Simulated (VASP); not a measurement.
# AlN (Imm2) in VASP: a series of runs

Runs on AlN. Level: PBE. Tasks: single point.

Everything below comes from runs of VASP 6.6.1. Logs are shortened: lines on timing, memory, paths and dates and some standing lists are left out, and cuts for length are marked.

## Step 1: The cell of the first run

Symmetry: Imm2, No. 44, orthorhombic system. The conventional cell has a = 3.075 Å, b = 3.152 Å, c = 4.403 Å, α = 90.00°, β = 90.00°, γ = 90.00°. Al (site symmetry mm2) has 4 N at 1.89 to 1.92 Å within 2.5 Å. Within 2.5 Å of N (site symmetry mm2) lie 4 Al at 1.89 to 1.92 Å.

## Step 2: Single point, PBE (strain +0.0250 x Voigt [0, 0, 0, 0, 0, 1])

INCAR reads:

```
PREC = Accurate
ENCUT = 520
EDIFF = 1E-7
ISMEAR = 0
SIGMA = 0.05
LREAL = F
LASPH = T
NELM = 80
ALGO = Normal
ISIF = 2
LWAVE = F
LCHARG = F
GGA = PE
NBANDS = 11
```

KPOINTS reads:

```
regular mesh
0
Gamma
  10 10 10
```

POSCAR reads:

```
AlN
1.0
    0.0275198388      2.2015871044      2.2015871044
    2.2015871044      0.0275198388      2.2015871044
    2.2291069432      2.2291069432      0.0000000000
Al N
1 1
Direct
    0.0000000000      0.0000000000      0.0000000000
    0.7500000000      0.7500000000      0.7500000000
```

Potentials or basis: VASP PAW PBE potentials, release 64 (Al, N).

On the command line:

```console
cat potpaw_PBE.64/Al/POTCAR potpaw_PBE.64/N/POTCAR > POTCAR
mpirun -np 1 vasp_std > vasp.out
```

OUTCAR:

```text
PREC = Accurate
   ENCUT = 520
   EDIFF = 1E-7
   ISMEAR = 0
   LREAL = F
   LASPH = T
   NELM = 80
   ISIF = 2
   GGA = PE

 ion  position               nearest neighbor table
   1  0.000  0.000  0.000-   2 1.89   2 1.89   2 1.92   2 1.92
   2  0.750  0.750  0.750-   1 1.89   1 1.89   1 1.92   1 1.92

  LATTYP: Found a body centered orthorhombic cell.
 ALAT       =     3.0745954125
 B/A-ratio  =     1.0253164557
 C/A-ratio  =     1.4321149999

  Lattice vectors:

 A1 = (   2.2015871044,   0.0275198388,  -2.2015871044)
 A2 = (  -2.2015871044,  -0.0275198388,  -2.2015871044)
 A3 = (   0.0275198388,   2.2015871044,   2.2015871044)

Analysis of symmetry for initial positions (statically):
=====================================================================
 Subroutine PRICEL returns:
 Original cell was already a primitive cell.

 Routine SETGRP: Setting up the symmetry group for a
 body centered orthorhombic supercell.

 Subroutine GETGRP returns: Found  4 space group operations
 (whereof  4 operations were pure point group operations)
 out of a pool of  8 trial point group operations.

The static configuration has the point symmetry C_2v.

Analysis of symmetry for dynamics (positions and initial velocities):
=====================================================================
 Subroutine PRICEL returns:
 Original cell was already a primitive cell.

 Routine SETGRP: Setting up the symmetry group for a
 body centered orthorhombic supercell.

 Subroutine GETGRP returns: Found  4 space group operations
 (whereof  4 operations were pure point group operations)
 out of a pool of  8 trial point group operations.

The dynamic configuration has the point symmetry C_2v.

 Subroutine INISYM returns: Found  4 space group operations
 (whereof  4 operations are pure point group operations),
 and found     1 'primitive' translations

----------------------------------------------------------------------------------------

                                     Primitive cell

  volume of cell :      21.3388

  direct lattice vectors                    reciprocal lattice vectors
     0.027519839  2.201587104  2.201587104    -0.229983684  0.229983684  0.227108888
     2.201587104  0.027519839  2.201587104     0.229983684 -0.229983684  0.227108888
     2.229106943  2.229106943  0.000000000     0.224305075  0.224305075 -0.227108888

  length of vectors
     3.113635961  3.113635961  3.152433271     0.396690607  0.396690607  0.390133286

  position of ions in fractional coordinates (direct lattice)
     0.000000000  0.000000000  0.000000000
     0.750000000  0.750000000  0.750000000

  ion indices of the primitive-cell ions
   primitive index   ion index
                 1           1
                 2           2
[... 78 lines left out ...]
   ISIF   =      2    stress and relaxation
   ISYM   =      2    0-nonsym 1-usesym 2-fastsym
   POTIM  = 0.5000    time-step for ionic-motion
   TEBEG  =    0.0;   TEEND  =   0.0 temperature during run
   PSTRESS=    0.0 pullay stress
   NELECT =       8.0000    total number of electrons
   NUPDOWN=      -1.0000    fix difference up-down
   EMIN   =  10.00;   EMAX   =-10.00  energy-range for DOS
   EFERMI =   0.00;   METHOD = LEGACY
   ISMEAR =     0;   SIGMA  =   0.05  broadening in eV -4-tet -1-fermi 0-gaus
   EFERMI_NEDOS =   21; number of points for ismear=-14 and -15
   IALGO  =     38    algorithm
   IMIX   =      4    mixing-type and parameters
     AMIX     =   0.40;   BMIX     =  1.00
     AMIX_MAG =   1.60;   BMIX_MAG =  1.00
  volume/ion in A,a.u.               =      10.67        72.00
  Fermi-wavevector in a.u.,A,eV,Ry     =   1.180452  2.230730 18.959261  1.393466
  Thomas-Fermi vector in A             =   2.316744
   LORBIT       =      0    0 simple, 1 ext, 2 COOP (PROOUT), +10 PAW based schemes
   GGA     = PE    functional components
   LHFCALC =     F    Hartree Fock is set to
   AEXX    =    0.0000 exact exchange contribution
   IVDW    =     0    specifies the selected vdW correction
   LEPSILON=     F    determine dielectric tensor
   LRPA    =     F    only Hartree local field effects (RPA)
 non-spin polarized calculation
 Gauss-broadening in eV      SIGMA  =   0.05
  energy-cutoff  :      520.00
  volume of cell :       21.34
 maximum number of plane-waves:       585
   NGX = 11   NGY = 11   NGZ = 11

 number of electron       8.0000001 magnetization

 Free energy of the ion-electron system (eV)
  ---------------------------------------------------
  ext. energy  EPLUGINS =         0.00000000
  ---------------------------------------------------
  free energy    TOTEN  =       -14.83850149 eV

  energy without entropy =      -14.83850149  energy(sigma->0) =      -14.83850149

 E-fermi :   6.0821     XC(G=0): -10.8296

 val. band max:        5.8127583543   @ k =   0.0000   0.0000   0.0000
 cond. band min:       9.0386565196   @ k =   0.5000   0.5000   0.0000
 fundamental gap:      3.2258981653
 Fermi energy:         6.0820879729

 k-point     1 :       0.0000    0.0000    0.0000
  band No.  band energies     occupation
      1      -9.0976      2.00000
      2       5.6839      2.00000
      3       5.7433      2.00000
      4       5.8128      2.00000
      5       9.7195      0.00000
      6      17.7514      0.00000
      7      18.0894      0.00000
      8      18.4001      0.00000
      9      23.2377      0.00000
     10      23.2555      0.00000
     11      24.4558      0.00000
[... 309 lines left out ...]
 k-point    24 :       0.4000    0.3000    0.0000
  band No.  band energies     occupation
      1      -7.1523      2.00000
      2       1.6615      2.00000
      3       4.1748      2.00000
      4       4.2338      2.00000
      5      10.5754      0.00000
      6      15.1642      0.00000
      7      17.7357      0.00000
      8      19.9427      0.00000
      9      20.6742      0.00000
     10      26.7525      0.00000
     11      28.9672      0.00000

 [... further k-points ...]
[... 5 lines left out ...]
  --------------------------------------------------------------------------------------
  -------------------------------------------------------------------------------------
  Total       -0.0135033     -0.0135033     -0.0258100     -0.7143012      0.0000000      0.0000000
  in kB       -1.0138679     -1.0138679     -1.9378865    -53.6317828      0.0000000      0.0000000
  external PRESSURE =      -1.3218741 kB  Pullay stress =       0.0000000 kB

 VOLUME and BASIS-vectors are now :
 -----------------------------------------------------------------------------
  energy-cutoff  :      520.00
  volume of cell :       21.34
      direct lattice vectors                 reciprocal lattice vectors
     0.027519839  2.201587104  2.201587104    -0.229983684  0.229983684  0.227108888
     2.201587104  0.027519839  2.201587104     0.229983684 -0.229983684  0.227108888
     2.229106943  2.229106943  0.000000000     0.224305075  0.224305075 -0.227108888

 POSITION                                       TOTAL-FORCE (eV/Angst)
 -----------------------------------------------------------------------------------
      0.00000      0.00000      0.00000        -0.000000     -0.000000     -0.200743
      3.34366      3.34366      3.30238         0.000000      0.000000      0.200743
 -----------------------------------------------------------------------------------
    total drift:                               -0.000000     -0.000000      0.000791

  FREE ENERGIE OF THE ION-ELECTRON SYSTEM (eV)
  ---------------------------------------------------
  free  energy   TOTEN  =       -14.8385014876 eV

  energy  without entropy=      -14.8385014876  energy(sigma->0) =      -14.83850149
```

stdout:

```text
POSCAR found type information on POSCAR AlN
 POSCAR found :  2 types and       2 ions
 scaLAPACK will be used
 LDA part: xc-table for (Slater+PW92), standard interpolation
 POSCAR, INCAR and KPOINTS ok, starting setup
 FFT: planning ... GRIDC
 FFT: planning ... GRID_SOFT
 FFT: planning ... GRID
 WAVECAR not read
 entering main loop
```

Wall time 21 s (1 thread of Intel Xeon Platinum 8375C at 2.90GHz (Ice Lake), shared host); peak memory 0.16 GiB.

Results:

```yaml
Free_energy: -14.8385 eV
Pressure: -0.1 GPa
Largest_force: 0.201 eV/Å
Band_gap_on_the_k_mesh: 3.23 eV, indirect (least direct gap 3.91 eV)
```

Forces in eV/Å, atoms in the order of the input:
```
Al   0.000  0.000 -0.201
N    0.000  0.000  0.201
```

Caveat: the cell differs from its parent crystal (strain +0.0250 x Voigt [0, 0, 0, 0, 0, 1]). A k mesh can miss the band edges.

## Step 3: Single point, PBE (strain +0.0150 x Voigt [0, 0, 0, 0, 0, 1])

INCAR reads:

```
ALGO = Normal ; EDIFF = 1E-6
ENCUT = 520 ; GGA = PE
ISIF = 2 ; ISMEAR = 0
LASPH = True ; LCHARG = False
LREAL = False ; LWAVE = False
NBANDS = 11 ; NELM = 100
PREC = Accurate ; SIGMA = 0.05
```

KPOINTS reads:

```
k-points
0
Gamma
  10 10 10
```

POSCAR reads:

```
AlN
1.0
    0.0165119033      2.2015871044      2.2015871044
    2.2015871044      0.0165119033      2.2015871044
    2.2180990077      2.2180990077      0.0000000000
Al N
1 1
Direct
    0.0000000000      0.0000000000      0.0000000000
    0.7500000000      0.7500000000      0.7500000000
```

Potentials or basis: VASP PAW PBE potentials, release 64 (Al, N).

On the command line:

```console
cat potpaw_PBE.64/Al/POTCAR potpaw_PBE.64/N/POTCAR > POTCAR
mpirun -np 1 vasp_std > vasp.out
```

OUTCAR:

```text
EDIFF = 1E-6
   ENCUT = 520
   GGA = PE
   ISIF = 2
   ISMEAR = 0
   LASPH = True
   LREAL = False
   NELM = 100
   PREC = Accurate

 ion  position               nearest neighbor table
   1  0.000  0.000  0.000-   2 1.90   2 1.90   2 1.92   2 1.92
   2  0.750  0.750  0.750-   1 1.90   1 1.90   1 1.92   1 1.92

  LATTYP: Found a body centered orthorhombic cell.
 ALAT       =     3.0901629842
 B/A-ratio  =     1.0151133501
 C/A-ratio  =     1.4249003147

  Lattice vectors:

[... 514 lines left out ...]
      6      15.1397      0.00000
      7      17.7277      0.00000
      8      19.9915      0.00000
      9      20.6271      0.00000
     10      26.7623      0.00000
     11      28.9367      0.00000

 [... further k-points ...]
[... 5 lines left out ...]
  --------------------------------------------------------------------------------------
  -------------------------------------------------------------------------------------
  Total       -0.0294310     -0.0294310     -0.0339140     -0.4284407      0.0000000      0.0000000
  in kB       -2.2095431     -2.2095431     -2.5461045    -32.1653376      0.0000000      0.0000000
  external PRESSURE =      -2.3217302 kB  Pullay stress =       0.0000000 kB

 VOLUME and BASIS-vectors are now :
 -----------------------------------------------------------------------------
  energy-cutoff  :      520.00
  volume of cell :       21.34
      direct lattice vectors                 reciprocal lattice vectors
     0.016511903  2.201587104  2.201587104    -0.228825076  0.228825076  0.227108888
     2.201587104  0.016511903  2.201587104     0.228825076 -0.228825076  0.227108888
     2.218099008  2.218099008  0.000000000     0.225418252  0.225418252 -0.227108888

 POSITION                                       TOTAL-FORCE (eV/Angst)
 -----------------------------------------------------------------------------------
      0.00000      0.00000      0.00000        -0.000000     -0.000000     -0.120411
      3.32715      3.32715      3.30238         0.000000      0.000000      0.120411
 -----------------------------------------------------------------------------------
    total drift:                               -0.000000     -0.000000      0.000091

  FREE ENERGIE OF THE ION-ELECTRON SYSTEM (eV)
  ---------------------------------------------------
  free  energy   TOTEN  =       -14.8442113570 eV

  energy  without entropy=      -14.8442113570  energy(sigma->0) =      -14.84421136
```

OSZICAR:

```text
N       E                     dE             d eps       ncg     rms          rms(c)
DAV:   1     0.104591544890E+02    0.10459E+02   -0.38511E+03  3882   0.603E+02
DAV:   2    -0.162748759747E+02   -0.26734E+02   -0.25626E+02  4515   0.136E+02
DAV:   3    -0.171764246430E+02   -0.90155E+00   -0.90019E+00  4606   0.234E+01
DAV:   4    -0.171813219708E+02   -0.48973E-02   -0.48970E-02  4269   0.188E+00
DAV:   5    -0.171813822989E+02   -0.60328E-04   -0.60328E-04  4599   0.201E-01    0.851E+00
DAV:   6    -0.148527891838E+02    0.23286E+01   -0.11947E+01  4437   0.172E+01    0.280E+00
DAV:   7    -0.148508093345E+02    0.19798E-02   -0.16120E-01  4143   0.319E+00    0.203E+00
DAV:   8    -0.148456837732E+02    0.51256E-02   -0.29669E-02  4119   0.162E+00    0.592E-01
DAV:   9    -0.148441552604E+02    0.15285E-02   -0.43886E-03  4575   0.392E-01    0.234E-01
DAV:  10    -0.148441999658E+02   -0.44705E-04   -0.45036E-04  4095   0.137E-01    0.177E-02
DAV:  11    -0.148442114417E+02   -0.11476E-04   -0.11936E-05  4446   0.260E-02    0.153E-02
DAV:  12    -0.148442113570E+02    0.84686E-07   -0.50746E-07  2643   0.556E-03
   1 F= -.14844211E+02 E0= -.14844211E+02  d E =-.320570E-19
```

stdout:

```text
POSCAR found type information on POSCAR AlN
 POSCAR found :  2 types and       2 ions
 scaLAPACK will be used
 LDA part: xc-table for (Slater+PW92), standard interpolation
 POSCAR, INCAR and KPOINTS ok, starting setup
 FFT: planning ... GRIDC
 FFT: planning ... GRID_SOFT
 FFT: planning ... GRID
 WAVECAR not read
 entering main loop
```

Wall time 17 s (1 thread of Intel Xeon Platinum 8375C at 2.90GHz (Ice Lake), shared host); peak memory 0.16 GiB.

What came out:

| Item | Value |
| --- | --- |
| Free energy | -14.8442 eV |
| Pressure | -0.2 GPa |
| Largest force | 0.120 eV/Å |
| Band gap on the k mesh | 3.26 eV, indirect (least direct gap 3.94 eV) |

Forces on the atoms (eV/Å):
```
Al   0.000  0.000 -0.120
N    0.000  0.000  0.120
```

Caveat: the cell differs from its parent crystal (strain +0.0150 x Voigt [0, 0, 0, 0, 0, 1]).

## Step 4: Single point, PBE (strain +0.0050 x Voigt [0, 0, 0, 0, 0, 1])

INCAR reads:

```
PREC = Accurate
ENCUT = 520
EDIFF = 1E-7
ISMEAR = 0
SIGMA = 0.05
LREAL = F
LASPH = T
NELM = 60
ALGO = Normal
ISIF = 2
LWAVE = F
LCHARG = T
GGA = PE
LELF = T
LVHAR = T
NBANDS = 11
```

KPOINTS reads:

```
Automatic mesh
0
Gamma
  10 10 10
```

POSCAR reads:

```
AlN
1.0
    0.0055039678      2.2015871044      2.2015871044
    2.2015871044      0.0055039678      2.2015871044
    2.2070910722      2.2070910722      0.0000000000
Al N
1 1
Direct
    0.0000000000      0.0000000000      0.0000000000
    0.7500000000      0.7500000000      0.7500000000
```

On the command line:

```console
cat potpaw_PBE.64/Al/POTCAR potpaw_PBE.64/N/POTCAR > POTCAR
mpirun -np 1 vasp_std > vasp.out
```

Run time: 20 s. Hardware: 1 thread of Intel Xeon Platinum 8375C at 2.90GHz (Ice Lake), shared host; peak memory 0.16 GiB.

Results (log left out):

* Free energy: -14.8471 eV
* Pressure: -0.3 GPa
* Largest force: 0.040 eV/Å
* Band gap on the k mesh: 3.29 eV, indirect (least direct gap 3.97 eV)

Forces on the atoms (eV/Å):
```
Al   0.000  0.000 -0.040
N    0.000  0.000  0.040
```

Stress tensor (GPa, compression positive):
```
-0.26 -1.07  0.00
-1.07 -0.26  0.00
 0.00  0.00 -0.27
```

Levels at points of the mesh, in eV from the valence-band top:
```tsv
k point	band 2	band 3	band 4	band 5	band 6	band 7
(0.00, 0.00, 0.00)	-0.03	-0.01	0.00	3.97	12.25	12.31
(0.50, 0.00, 0.00)	-5.76	-0.50	-0.50	7.13	9.69	10.93
(0.50, 0.50, 0.00)	-4.84	-1.79	-1.73	3.29	8.46	13.62
(0.00, 0.00, 0.50)	-5.77	-0.48	-0.48	7.17	9.69	10.98
(0.50, 0.00, 0.50)	-4.84	-1.76	-1.76	3.29	8.46	13.62
```

Caveat: the cell differs from its parent crystal (strain +0.0050 x Voigt [0, 0, 0, 0, 0, 1]). A k mesh can miss the band edges.

## Step 5: The runs side by side

| cell | gap on the mesh (eV) | pressure (GPa) | largest force (eV/Å) |
| --- | --- | --- | --- |
| a = 3.114, b = 3.114, c = 3.152 Å, angles 59.6, 59.6, 59.2°, 2 atoms | 3.23 | -0.1 | 0.20 |
| a = 3.114, b = 3.114, c = 3.137 Å, angles 59.8, 59.8, 59.5°, 2 atoms | 3.26 | -0.2 | 0.12 |
| a = 3.114, b = 3.114, c = 3.121 Å, angles 59.9, 59.9, 59.8°, 2 atoms | 3.29 | -0.3 | 0.04 |

Alike in all rows: task single point; level PBE; potentials or basis VASP PAW PBE potentials, release 64 (Al, N); no spin polarisation; k mesh 10 × 10 × 10; cutoff (eV) 520; smearing gaussian 0.05 eV.

Total energies depend on the potentials used, so only differences within one code and one set of settings carry meaning.
